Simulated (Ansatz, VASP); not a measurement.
## HfC: VASP beside Ansatz

```
Hf C
1.0
     0.00000    2.32500    2.32500
     2.32500    0.00000    2.32500
     2.32500    2.32500    0.00000
Hf C
1 1
Direct
  0.50000 0.50000 0.50000
  0.00000 0.00000 0.00000
```

Alike in both runs: task relaxation of cell and atoms; functional LDA; k mesh 10 × 10 × 10; occupations fermi-dirac, width 0.05 eV; no spin polarisation; Hubbard terms Hf d U = 4.0 eV.

|  | VASP | Ansatz |
| --- | --- | --- |
| version | VASP 6.6.1 | Ansatz 0.2.0 |
| potentials or method | VASP PAW LDA potentials, release 64 (Hf_pv, C) | Ansatz PAW |
| plane-wave cutoff (eV) | 600 | 420 |
| valence electrons in the cell | 14 | 30 |

VASP gave:

| Quantity | Value |
| --- | --- |
| gap on the k mesh at the Fermi level, each at its own relaxed structure (eV) | none |
| relaxed volume (Å³/atom) | 12.70 |
| relaxed cell length with the largest relative difference (Å) | 3.300 |

Q: What did Ansatz give for the same quantities?

A: gap on the k mesh at the Fermi level, each at its own relaxed structure (eV): none; relaxed volume (Å³/atom): 12.30; relaxed cell length with the largest relative difference (Å): 3.264.

LDA's correlation is that of Perdew and Zunger in VASP and of Perdew and Wang (1992) in Ansatz. The programs project onto different local orbitals, so the same U acts differently, and such runs can settle in different states. A gap of «none» marks a metal or a gap that the smearing closes. VASP's potentials hold 14 valence electrons a cell and Ansatz's 30, so a difference there can come from the potentials and not from the codes.

Neither program's run includes spin-orbit coupling. Noted on Ansatz's run: the plane-wave basis is chosen anew once the cell has moved, so the energies of steps on either side of that aren't comparable.
